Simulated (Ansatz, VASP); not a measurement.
Two plane-wave programs on Ni

```
CELL_PARAMETERS angstrom
2.42580 0.00000 0.00000
-1.21290 2.10080 0.00000
0.00000 0.00000 3.97460
ATOMIC_POSITIONS crystal
Ni 0.33333 0.66667 0.25000
Ni 0.66667 0.33333 0.75000
```

Alike in both runs: functional PBEsol; dispersion D3(BJ); k mesh 14 × 14 × 7; occupations fermi-dirac, width 0.1 eV; collinear spin.

Ansatz relaxed the structure, and its values are those at the end. VASP's run is a single point on that final structure, the one shown.

|  | VASP | Ansatz |
| --- | --- | --- |
| version | VASP 6.6.1 | Ansatz 0.2.0 |
| potentials or method | VASP PAW PBE potentials, release 64 (Ni), cutoff 520 eV | plane waves, PAW |
| valence electrons in the cell | 20 | 36 |

Ansatz gave:

```
pressure (GPa)                                                : 0.0
net moment per atom (μB)                                      : 0.60
size of the moment on the site where the two differ most (μB) : 0.63
```

**Question.** Which values does VASP return?

**Answer.** Pressure (GPa): -0.2; net moment per atom (μB): 0.59; size of the moment on the site where the two differ most (μB): 0.59.

VASP's potentials were made for PBE, not for PBEsol. Site moments also hang on the region over which each program counts them. VASP's potentials hold 20 valence electrons a cell and Ansatz's 36, so a difference there can come from the potentials and not from the codes.
